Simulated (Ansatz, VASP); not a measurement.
Sn: VASP beside Ansatz

```
CELL_PARAMETERS angstrom
0.00000 3.41796 3.27078
3.27078 0.00000 3.27078
3.27078 3.41796 0.00000
ATOMIC_POSITIONS crystal
Sn 0.50000 0.50000 0.50000
Sn 0.75000 0.75000 0.75000
```

Change from the starting cell: strain +0.0450 x Voigt [0, 1, 0, 0, 0, 0], atoms carried along.

Alike in both runs: task single point; functional PBEsol; k mesh 16 × 16 × 16; occupations gaussian, width 0.15 eV; no spin polarisation.

|  | VASP | Ansatz |
| --- | --- | --- |
| version | VASP 6.6.1 | Ansatz 0.2.0 |
| potentials or method | VASP PAW PBE potentials, release 64 (Sn_d), cutoff 520 eV | scalar-relativistic, plane waves, PAW |
| valence electrons in the cell | 28 | 28 |

Ansatz gave:

* gap on the k mesh at the Fermi level (eV): none
* pressure (GPa): -1.7
* traceless stress, the component that is largest in VASP (GPa): -0.94

**Question.** What did VASP give for the same quantities?

**Answer.** gap on the k mesh at the Fermi level (eV): none; pressure (GPa): -1.8; traceless stress, the component that is largest in VASP (GPa): -0.94.

VASP's potentials were made for PBE, not for PBEsol. A gap of «none» marks a metal or a gap that the smearing closes. With one functional, cell and mesh, what is left measures potentials, basis and numerics.
